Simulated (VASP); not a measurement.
Input of a VASP 6.6.1 run:

File INCAR:

```
  PREC = Accurate
  ENCUT = 520
  EDIFF = 1E-6
  ISMEAR = 0
  SIGMA = 0.1
  LREAL = False
  LASPH = True
  NELM = 100
  ALGO = Normal
  ISIF = 2
  LWAVE = False
  LCHARG = False
  GGA = PE
  ISYM = 0
  NBANDS = 16
```

The input KPOINTS:

```
regular mesh
0
Gamma
  15 15 14
```

POSCAR

```
Si3C
1.0
    0.0000799818     -2.3860095332     -2.3855410585
   -2.3860095332      0.0000799818     -2.3855410585
    2.6422632855      2.6422632855     -5.0273757715
C Si
1 3
Direct
    0.8742235416      0.8742235416      0.3773334167
    0.3703214458      0.3703214458      0.8890304980
    0.7668864221      0.7668864221      0.6993515022
    0.2385685904      0.2385685904      0.2842845832
```

Potentials or basis: VASP PAW PBE potentials, release 64 (C, Si).

Launch:

```bash
$ cat potpaw_PBE.64/C/POTCAR potpaw_PBE.64/Si/POTCAR > POTCAR
$ mpirun -np 1 vasp_std > vasp.out
```

(1) Estimate the pressure.

(2) What does it give for the band gap on the k mesh?

## Answers

(1) -0.1 GPa.

(2) zero (band 8 reaches 9.03 eV, above the bottom of band 9 at 7.38 eV).
